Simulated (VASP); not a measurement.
**SbPt: relaxation of shape and atoms at fixed volume with r2SCAN+rVV10**

The system is SbPt.

```
Sb Pt
1.0
     4.08203    0.00000    0.00000
    -2.04102    3.53514    0.00000
     0.00000    0.00000    5.49497
Sb Pt
2 2
Direct
  0.33333 0.66667 0.25000
  0.66667 0.33333 0.75000
  0.00000 0.00000 0.00000
  0.00000 0.00000 0.50000
```

```json
{"Program": "VASP 6.6.1", "Task": "relaxation of shape and atoms at fixed volume", "Functional": "r2SCAN", "Dispersion": "rVV10", "Potentials or basis": "VASP PAW PBE potentials, release 64 (Sb, Pt)", "Cutoff": "600 eV", "k mesh": "6 × 6 × 4", "Occupations": "gaussian, width 0.05 eV", "Spin": "no spin polarisation", "Dipole correction": "no", "Further INCAR settings": "ALGO = Normal; EDIFF = 1e-06; IBRION = 2; EDIFFG = -0.01; NSW = 60; ISIF = 4"}
```

The energy gained by relaxing is 0.1 meV/atom, the ionic steps are 2 and the pressure after relaxing is 7.3 GPa. The band gap on the k mesh is zero (bands 15 and 16 overlap by 4.52 eV).

Step by step:
```
step  energy change (eV)  largest force (eV/Å)  pressure (GPa)  volume (Å³)
   1              0.0000                0.0000            7.29        79.30
   2             -0.0002                0.0000            7.26        79.30
```

Final structure:
```xyz
4
Lattice="4.0784 0.0000 0.0000 -2.0392 3.5320 0.0000 0.0000 0.0000 5.5047" Properties=species:S:1:pos:R:3 pbc="T T T"
Sb    0.0000    2.3547    1.3762
Sb    2.0392    1.1773    4.1285
Pt    2.0392    3.5320    0.0000
Pt   -2.0392    3.5320    2.7524
```

Levels at points of the mesh, in eV from the Fermi level:
| k point | band 12 | band 13 | band 14 | band 15 | band 16 | band 17 | band 18 | band 19 |
| --- | --- | --- | --- | --- | --- | --- | --- | --- |
| (0.00, 0.00, 0.00) | -2.62 | -0.21 | -0.21 | 0.50 | 2.31 | 2.64 | 3.86 | 3.86 |
| (0.50, 0.00, 0.00) | -3.27 | -3.11 | -2.81 | -2.60 | -0.51 | 1.76 | 4.49 | 4.51 |
| (0.00, 0.00, 0.50) | -4.15 | -1.27 | -1.27 | 2.42 | 2.42 | 2.42 | 2.42 | 5.46 |
| (0.50, 0.00, 0.50) | -3.68 | -3.53 | -3.53 | 0.24 | 0.24 | 1.94 | 1.94 | 3.97 |

It took 3.6 min on 1 thread of Intel(R) Xeon(R) 6975P-C (Granite Rapids), with other jobs on the host, peak memory 0.49 GiB.

Caveat: the PAW data sets were made with another functional, which shifts forces and pressure a little; spin-orbit coupling is left out, which moves the levels of the heavy elements.
